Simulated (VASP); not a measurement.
A run of VASP 6.6.1:

Contents of INCAR:

```
ALGO = Fast
EDIFF = 1E-6
EDIFFG = -0.01
ENCUT = 600
GGA = PE
IBRION = 2
ISIF = 3
ISMEAR = 0
LASPH = T
LCHARG = F
LREAL = F
LWAVE = F
NELM = 60
NSW = 100
PREC = Accurate
SIGMA = 0.1
```

Contents of KPOINTS:

```
k-points
0
Gamma
  12 12 12
```

POSCAR

```
Hf3AlN4
1.0
   -2.2430911253      2.2430911253      4.4417389793
    2.2430911253     -2.2430911253      4.4417389793
    2.2430911253      2.2430911253     -4.4417389793
Hf Al N
3 1 4
Direct
    0.7500000000      0.2500000000      0.5000000000
    0.2500000000      0.7500000000      0.5000000000
    0.5000000000      0.5000000000      0.0000000000
    0.0000000000      0.0000000000      0.0000000000
    0.5000000000      0.0000000000      0.5000000000
    0.0000000000      0.5000000000      0.5000000000
    0.2262160859      0.2262160859      0.0000000000
    0.7737839141      0.7737839141      0.0000000000
```

Potentials or basis: VASP PAW PBE potentials, release 64 (Hf_pv, Al, N).

The run is started by

```bash
$ cat potpaw_PBE.64/Hf_pv/POTCAR potpaw_PBE.64/Al/POTCAR potpaw_PBE.64/N/POTCAR > POTCAR
$ mpirun -np 1 vasp_std > vasp.out
```

Hardware: 1 thread of Oxide Virtual Turin-like Processor, on a shared host.

Problem. Estimate the wall time of this run.

Solution. Wall time 57 min on 1 thread of Oxide Virtual Turin-like Processor (shared host), peak memory 0.66 GiB. Counts: scf iterations 49, k points 163, ion steps 5.
